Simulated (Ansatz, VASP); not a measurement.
# Two plane-wave programs on SrTiO3

File INCAR:

```
SYSTEM = SrTiO3
PREC     = Accurate       ! precision mode
ENCUT    = 520            ! plane-wave cutoff, eV
EDIFF    = 1E-7           ! SCF threshold, eV
ISMEAR   = 0              ! smearing method
SIGMA    = 0.05           ! smearing width, eV
LREAL    = .False.        ! projectors in reciprocal space
LASPH    = .True.         ! aspherical terms in the spheres
NELM     = 80             ! most SCF steps
ALGO     = Normal         ! electronic algorithm
ISIF     = 2              ! what is computed and relaxed
LWAVE    = .False.        ! write WAVECAR
LCHARG   = .False.        ! write CHGCAR
GGA      = PS             ! functional
NBANDS   = 28             ! bands
```

The input KPOINTS:

```
regular mesh
0
Gamma
  8 8 8
  0 0 0
```

Contents of POSCAR:

```
SrTiO3
1.0
    3.8911201355      0.0000000000      0.0000000000
    0.0000000000      3.8911201355      0.0000000000
    0.0000000000      0.0000000000      3.8911201355
Sr Ti O
1 1 3
Direct
    0.0000000000      0.0000000000      0.0000000000
    0.6079380706      0.5000000000      0.5000000000
    0.0000000000      0.5000000000      0.5000000000
    0.5000000000      0.0000000000      0.5000000000
    0.5000000000      0.5000000000      0.0000000000
```

Input for Ansatz:

```yaml
crystal:
  lattice:
    - [3.8911201355, 0.0, 0.0]
    - [0.0, 3.8911201355, 0.0]
    - [0.0, 0.0, 3.8911201355]
  atoms:
    - { symbol: Sr, position: [0.0, 0.0, 0.0] }
    - { symbol: Ti, position: [0.6079380706, 0.5, 0.5] }
    - { symbol: O, position: [0.0, 0.5, 0.5] }
    - { symbol: O, position: [0.5, 0.0, 0.5] }
    - { symbol: O, position: [0.5, 0.5, 0.0] }
basis:
  ecutwfc: 420
kpoints:
  mp_grid: { grid: [8, 8, 8] }
hamiltonian:
  xc: pbesol
scf:
  occupations: { method: gaussian, width: 0.05 }
output:
  forces: true
  stress: true
  eigenvalues: true
```

Alike in both runs: task single point; functional PBEsol; k mesh 8 × 8 × 8; occupations gaussian, width 0.05 eV; no spin polarisation.

|  | VASP | Ansatz |
| --- | --- | --- |
| version | VASP 6.6.1 | Ansatz 0.2.0 |
| potentials or method | VASP PAW PBE potentials, release 64 (Sr_sv, Ti_sv, O), cutoff 520 eV | scalar-relativistic, plane waves, PAW |
| valence electrons in the cell | 40 | 40 |

Ansatz gave:

* gap on the k mesh at the Fermi level (eV): 1.94
* least direct gap on the mesh (eV): 2.68
* pressure (GPa): 15.7
* traceless stress, the component that is largest in VASP (GPa): 26.10
* rms of the force components (eV/Å): 4.173

Which values does VASP return?

gap on the k mesh at the Fermi level (eV): 1.90; least direct gap on the mesh (eV): 2.64; pressure (GPa): 17.3; traceless stress, the component that is largest in VASP (GPa): 28.38; rms of the force components (eV/Å): 4.503.

VASP's potentials were made for PBE, not for PBEsol. Atom by atom the forces differ by 0.334 eV/Å (rms over components).
